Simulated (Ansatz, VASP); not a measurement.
Al2BN3 in VASP and in Ansatz

INCAR

```
ALGO = Normal
EDIFF = 1E-6
EDIFFG = -0.04
ENCUT = 600
GGA = PE
IBRION = 2
ISIF = 3
ISMEAR = 0
LASPH = True
LCHARG = False
LREAL = False
LWAVE = False
NELM = 100
NSW = 90
PREC = Accurate
SIGMA = 0.1
```

Contents of KPOINTS:

```
k-points
0
Gamma
  6 6 1
```

POSCAR

```
Al2BN3
1.0
    2.6325030900      0.0000000000      0.0000000000
   -1.3162515500      2.2798145500      0.0000000000
    0.0000000000      0.0000000000     23.2644528600
Al B N
4 2 6
Direct
    0.6666666700      0.3333333300      0.0833333300
    0.6666666700      0.3333333300      0.4166666700
    0.3333333300      0.6666666700      0.9166666700
    0.3333333300      0.6666666700      0.5833333300
    0.6666666700      0.3333333300      0.7500000000
    0.3333333300      0.6666666700      0.2500000000
    0.0000000000      0.0000000000      0.0833333300
    0.0000000000      0.0000000000      0.4166666700
    0.0000000000      0.0000000000      0.7500000000
    0.0000000000      0.0000000000      0.9166666700
    0.0000000000      0.0000000000      0.2500000000
    0.0000000000      0.0000000000      0.5833333300
```

Input for Ansatz:

```yaml
crystal:
  lattice:
    - [2.63250309, 0.0, 0.0]
    - [-1.31625155, 2.27981455, 0.0]
    - [0.0, 0.0, 23.26445286]
  atoms:
    - { symbol: Al, position: [0.66666667, 0.33333333, 0.08333333] }
    - { symbol: Al, position: [0.66666667, 0.33333333, 0.41666667] }
    - { symbol: Al, position: [0.33333333, 0.66666667, 0.91666667] }
    - { symbol: Al, position: [0.33333333, 0.66666667, 0.58333333] }
    - { symbol: B, position: [0.66666667, 0.33333333, 0.75] }
    - { symbol: B, position: [0.33333333, 0.66666667, 0.25] }
    - { symbol: "N", position: [0.0, 0.0, 0.08333333] }
    - { symbol: "N", position: [0.0, 0.0, 0.41666667] }
    - { symbol: "N", position: [0.0, 0.0, 0.75] }
    - { symbol: "N", position: [0.0, 0.0, 0.91666667] }
    - { symbol: "N", position: [0.0, 0.0, 0.25] }
    - { symbol: "N", position: [0.0, 0.0, 0.58333333] }
basis:
  ecutwfc: 420
kpoints:
  mp_grid: { grid: [6, 6, 1] }
hamiltonian:
  xc: pbe
scf:
  occupations: { method: gaussian, width: 0.1 }
  lower_state_search: "off"
output:
  forces: true
  stress: true
  eigenvalues: true
relax:
  adjacent_minimum: "off"
  f_tol: 0.04
  max_steps: 70
  cell: { stress_tol: 0.4 }
```

Alike in both runs: task relaxation of cell and atoms; functional PBE; k mesh 6 × 6 × 1; occupations gaussian, width 0.1 eV; no spin polarisation.

|  | VASP | Ansatz |
| --- | --- | --- |
| version | VASP 6.6.1 | Ansatz 0.2.0 |
| potentials or method | VASP PAW PBE potentials, release 64 (Al, B, N), cutoff 600 eV | scalar-relativistic, plane waves, PAW |
| valence electrons in the cell | 48 | 48 |

VASP gave:

- gap on the k mesh at the Fermi level, each at its own relaxed structure (eV): 2.20
- relaxed volume (Å³/atom): 16.51
- relaxed cell length with the largest relative difference (Å): 25.975

Task: What did Ansatz give for the same quantities?

Result: gap on the k mesh at the Fermi level, each at its own relaxed structure (eV): 2.19; relaxed volume (Å³/atom): 16.52; relaxed cell length with the largest relative difference (Å): 25.956.

The k mesh is coarse, so the values compare programs but aren't converged. Noted on VASP's run: the volume moved by over 15 % at a fixed basis, so the end points are rough.
